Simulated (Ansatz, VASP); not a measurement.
## KZnF3 in VASP and in Ansatz

```
K Zn F
1.0
     3.97347    0.00000    0.00000
     0.00000    3.97347    0.00000
     0.00000    0.00000    3.97347
K Zn F
1 1 3
Direct
  0.00000 0.00000 0.00000
  0.50000 0.50000 0.50000
  0.50000 0.50000 0.00000
  0.00000 0.50000 0.50000
  0.50000 0.00000 0.50000
```

Alike in both runs: functional LDA; k mesh 6 × 6 × 6; occupations gaussian, width 0.02 eV; no spin polarisation.

Ansatz relaxed the structure, and its values are those at the end. VASP's run is a single point on that final structure, the one shown.

```csv
,VASP,Ansatz
version,VASP 6.6.1,Ansatz 0.2.0
potentials or method,"VASP PAW LDA potentials, release 64 (K_sv, Zn, F), cutoff 520 eV","scalar-relativistic, plane waves, PAW"
valence electrons in the cell,42,42
```

VASP gave:

```
gap on the k mesh at the Fermi level (eV) : 3.75
least direct gap on the mesh (eV)         : 5.89
pressure (GPa)                            : 0.6
```

**Question.** What did Ansatz give for the same quantities?

**Answer.** gap on the k mesh at the Fermi level (eV): 3.79; least direct gap on the mesh (eV): 5.92; pressure (GPa): 0.0.

LDA's correlation is that of Perdew and Zunger in VASP and of Perdew and Wang (1992) in Ansatz.
